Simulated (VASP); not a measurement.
# Si (Fd-3m) in VASP: single point with PBE+D3(BJ)

Aim: the single point of Si with PBE+D3(BJ).

Everything below comes from runs of VASP 6.6.1. Logs are shortened: lines on timing, memory, paths and dates and some standing lists are left out, and cuts for length are marked.

### 1 The cell of the first run

Symmetry: Fd-3m, No. 227, cubic system. The conventional cell has a = 5.421 Å, b = 5.421 Å, c = 5.421 Å, α = 90.00°, β = 90.00°, γ = 90.00°. Within 3.1 Å of Si (site symmetry -43m) lie 4 Si at 2.35 Å.

### 2 Single point, PBE+D3(BJ)

The input, INCAR:

```
  ALGO = Normal
  EDIFF = 1E-6
  ENCUT = 500
  GGA = PE
  GGA_COMPAT = F
  ISIF = 2
  ISMEAR = 0
  IVDW = 12
  LASPH = T
  LCHARG = T
  LELF = T
  LREAL = F
  LVHAR = T
  LWAVE = F
  NBANDS = 11
  NELM = 120
  PREC = Accurate
  SIGMA = 0.02
```

The input, KPOINTS:

```
k-points
0
Gamma
  10 10 10
```

The input, POSCAR:

```
Si
1.0
    0.0000000000      2.7105460470      2.7105460470
    2.7105460470      0.0000000000      2.7105460470
    2.7105460470      2.7105460470      0.0000000000
Si
2
Direct
    0.0000000000      0.0000000000      0.0000000000
    0.2500000000      0.2500000000      0.2500000000
```

Potentials or basis: VASP PAW PBE potentials, release 64 (Si).

Started as:

```console
$ cat potpaw_PBE.64/Si/POTCAR > POTCAR
$ mpirun -np 1 vasp_std > vasp.out
```

OUTCAR:

```text
EDIFF = 1E-6
   ENCUT = 500
   GGA = PE
   ISIF = 2
   ISMEAR = 0
   IVDW = 12
   LASPH = T
   LREAL = F
   NELM = 120
   PREC = Accurate
 IVDW          = 12

 ion  position               nearest neighbor table
   1  0.000  0.000  0.000-   2 2.35   2 2.35   2 2.35   2 2.35
   2  0.250  0.250  0.250-   1 2.35   1 2.35   1 2.35   1 2.35

  LATTYP: Found a face centered cubic cell.
 ALAT       =     5.4210920940

  Lattice vectors:

 A1 = (   0.0000000000,   2.7105460470,   2.7105460470)
 A2 = (   2.7105460470,   0.0000000000,   2.7105460470)
 A3 = (   2.7105460470,   2.7105460470,   0.0000000000)

Analysis of symmetry for initial positions (statically):
=====================================================================
 Subroutine PRICEL returns:
 Original cell was already a primitive cell.

 Routine SETGRP: Setting up the symmetry group for a
 face centered cubic supercell.

 Subroutine GETGRP returns: Found 48 space group operations
 (whereof 24 operations were pure point group operations)
 out of a pool of 48 trial point group operations.

The static configuration has the point symmetry T_d .
 The point group associated with its full space group is O_h .

Analysis of symmetry for dynamics (positions and initial velocities):
=====================================================================
 Subroutine PRICEL returns:
 Original cell was already a primitive cell.

 Routine SETGRP: Setting up the symmetry group for a
 face centered cubic supercell.

 Subroutine GETGRP returns: Found 48 space group operations
 (whereof 24 operations were pure point group operations)
 out of a pool of 48 trial point group operations.

The dynamic configuration has the point symmetry T_d .
 The point group associated with its full space group is O_h .

 Subroutine INISYM returns: Found 48 space group operations
 (whereof 24 operations are pure point group operations),
 and found     1 'primitive' translations

----------------------------------------------------------------------------------------

                                     Primitive cell

  volume of cell :      39.8291

  direct lattice vectors                    reciprocal lattice vectors
     0.000000000  2.710546047  2.710546047    -0.184464677  0.184464677  0.184464677
     2.710546047  0.000000000  2.710546047     0.184464677 -0.184464677  0.184464677
     2.710546047  2.710546047  0.000000000     0.184464677  0.184464677 -0.184464677

  length of vectors
     3.833290981  3.833290981  3.833290981     0.319502192  0.319502192  0.319502192

[... 88 lines left out ...]
   POTIM  = 0.5000    time-step for ionic-motion
   TEBEG  =    0.0;   TEEND  =   0.0 temperature during run
   PSTRESS=    0.0 pullay stress
   NELECT =       8.0000    total number of electrons
   NUPDOWN=      -1.0000    fix difference up-down
   EMIN   =  10.00;   EMAX   =-10.00  energy-range for DOS
   EFERMI =   0.00;   METHOD = LEGACY
   ISMEAR =     0;   SIGMA  =   0.02  broadening in eV -4-tet -1-fermi 0-gaus
   EFERMI_NEDOS =   21; number of points for ismear=-14 and -15
   IALGO  =     38    algorithm
   IMIX   =      4    mixing-type and parameters
     AMIX     =   0.40;   BMIX     =  1.00
     AMIX_MAG =   1.60;   BMIX_MAG =  1.00
  volume/ion in A,a.u.               =      19.91       134.39
  Fermi-wavevector in a.u.,A,eV,Ry     =   0.958749  1.811772 12.506458  0.919199
  Thomas-Fermi vector in A             =   2.087883
   LORBIT       =      0    0 simple, 1 ext, 2 COOP (PROOUT), +10 PAW based schemes
   GGA     = PE    functional components
   LHFCALC =     F    Hartree Fock is set to
   AEXX    =    0.0000 exact exchange contribution
   IVDW    =    12    specifies the selected vdW correction
   LEPSILON=     F    determine dielectric tensor
   LRPA    =     F    only Hartree local field effects (RPA)
 non-spin polarized calculation
 Gauss-broadening in eV      SIGMA  =   0.02
  energy-cutoff  :      500.00
  volume of cell :       39.83
 maximum number of plane-waves:      1031
   NGX = 13   NGY = 13   NGZ = 13

 number of electron       8.0000001 magnetization

 Free energy of the ion-electron system (eV)
  ---------------------------------------------------
  ext. energy  EPLUGINS =         0.00000000
  ---------------------------------------------------
  free energy    TOTEN  =       -10.84119976 eV

  energy without entropy =      -10.84119976  energy(sigma->0) =      -10.84119976

 E-fermi :   6.0300     XC(G=0):  -9.4300

 val. band max:        5.8796936995   @ k =   0.0000   0.0000   0.0000
 cond. band min:       6.4521003833   @ k =   0.4000   0.4000   0.0000
 fundamental gap:      0.5724066838
 Fermi energy:         6.0300221613

 k-point     1 :       0.0000    0.0000    0.0000
  band No.  band energies     occupation
      1      -6.1143      2.00000
      2       5.8797      2.00000
      3       5.8797      2.00000
      4       5.8797      2.00000
      5       8.4476      0.00000
      6       8.4477      0.00000
      7       8.4477      0.00000
      8       9.3149      0.00000
      9      13.6025      0.00000
     10      13.6025      0.00000
     11      13.8604      0.00000
[... 309 lines left out ...]
 k-point    24 :       0.4000    0.3000    0.0000
  band No.  band energies     occupation
      1      -3.9419      2.00000
      2       0.4553      2.00000
      3       3.0115      2.00000
      4       3.4360      2.00000
      5       6.9241      0.00000
      6       8.1197      0.00000
      7      12.8630      0.00000
      8      12.9710      0.00000
      9      16.3665      0.00000
     10      16.7163      0.00000
     11      18.0784      0.00000

 [... further k-points ...]

------------------------ aborting loop because EDIFF is reached ----------------------------------------

 Edisp (eV)   -0.63163

 E8    (eV) :    -0.2619

  FORCE on cell =-STRESS in cart. coord.  units (eV):
  Direction    XX          YY          ZZ          XY          YZ          ZX
  --------------------------------------------------------------------------------------
  -------------------------------------------------------------------------------------
  Total      -0.01442    -0.01442    -0.01442     0.00000     0.00000     0.00000
  in kB      -0.58025    -0.58025    -0.58025     0.00000     0.00000     0.00000
  external pressure =       -0.58 kB  Pullay stress =        0.00 kB

 VOLUME and BASIS-vectors are now :
 -----------------------------------------------------------------------------
  energy-cutoff  :      500.00
  volume of cell :       39.83
      direct lattice vectors                 reciprocal lattice vectors
     0.000000000  2.710546047  2.710546047    -0.184464677  0.184464677  0.184464677
     2.710546047  0.000000000  2.710546047     0.184464677 -0.184464677  0.184464677
     2.710546047  2.710546047  0.000000000     0.184464677  0.184464677 -0.184464677

 POSITION                                       TOTAL-FORCE (eV/Angst)
 -----------------------------------------------------------------------------------
      0.00000      0.00000      0.00000        -0.000000     -0.000000     -0.000000
      1.35527      1.35527      1.35527         0.000000      0.000000      0.000000
 -----------------------------------------------------------------------------------
    total drift:                                0.000000      0.000000     -0.000000

  FREE ENERGIE OF THE ION-ELECTRON SYSTEM (eV)
  ---------------------------------------------------
  free  energy   TOTEN  =       -11.4728341568 eV

  energy  without entropy=      -11.4728341568  energy(sigma->0) =      -11.47283416
```

OSZICAR:

```text
N       E                     dE             d eps       ncg     rms          rms(c)
DAV:   1     0.615478525464E+01    0.61548E+01   -0.31989E+03  1034   0.551E+02
DAV:   2    -0.104801393959E+02   -0.16635E+02   -0.15875E+02  1328   0.820E+01
DAV:   3    -0.110200603917E+02   -0.53992E+00   -0.53806E+00  1325   0.126E+01
DAV:   4    -0.110244988753E+02   -0.44385E-02   -0.44379E-02  1186   0.143E+00
DAV:   5    -0.110245424856E+02   -0.43610E-04   -0.43609E-04  1349   0.136E-01    0.492E+00
DAV:   6    -0.108974553311E+02    0.12709E+00   -0.73054E-02  1163   0.111E+00    0.300E+00
DAV:   7    -0.108397253460E+02    0.57730E-01   -0.13977E-01  1180   0.165E+00    0.189E-01
DAV:   8    -0.108409722631E+02   -0.12469E-02   -0.60545E-03  1190   0.420E-01    0.815E-02
DAV:   9    -0.108411738459E+02   -0.20158E-03   -0.19171E-04  1255   0.851E-02    0.600E-02
DAV:  10    -0.108411992219E+02   -0.25376E-04   -0.21989E-05  1228   0.270E-02    0.585E-03
DAV:  11    -0.108411997556E+02   -0.53376E-06   -0.20406E-06  1257   0.742E-03
   1 F= -.11472834E+02 E0= -.11472834E+02  d E =-.984898E-29
```

It took 23 s on 1 thread of Intel Xeon 8259CL, shared host; peak memory 0.16 GiB.

What came out:

```yaml
Free_energy: -11.4728 eV
Pressure: -0.1 GPa
Band_gap_on_the_k_mesh: 0.57 eV (least direct gap 2.57 eV)
Dispersion_energy_per_atom: -0.316 eV
```
